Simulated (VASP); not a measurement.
BP:

```
B P
1.0
     0.00000    2.26832    2.26832
     2.26832    0.00000    2.26832
     2.26832    2.26832    0.00000
B P
1 1
Direct
  0.00000 0.00000 0.00000
  0.25000 0.25000 0.25000
```

Base run:

```yaml
Program: VASP 6.6.1
Functional: PBE
Potentials_or_basis: VASP PAW PBE potentials, release 64 (B, P)
Cutoff: 520 eV
k_mesh: 6 × 6 × 6
Occupations: fermi-dirac, width 0.001 eV
Spin: no spin polarisation
```

Its results: band gap on the k mesh 1.33 eV, indirect (least direct gap 3.40 eV); pressure 1.2 GPa.

Question: The run is repeated on the same cell with these changes: functional from PBE to r2SCAN; occupations from fermi-dirac, width 0.001 eV to gaussian, width 0.01 eV. What comes out?

Answer: Band gap on the k mesh 1.54 eV, indirect (least direct gap 3.64 eV); pressure -0.4 GPa.

Caveats: the PAW data sets were made with another functional, which shifts forces and pressure a little (some runs).

A k mesh can miss the band edges.
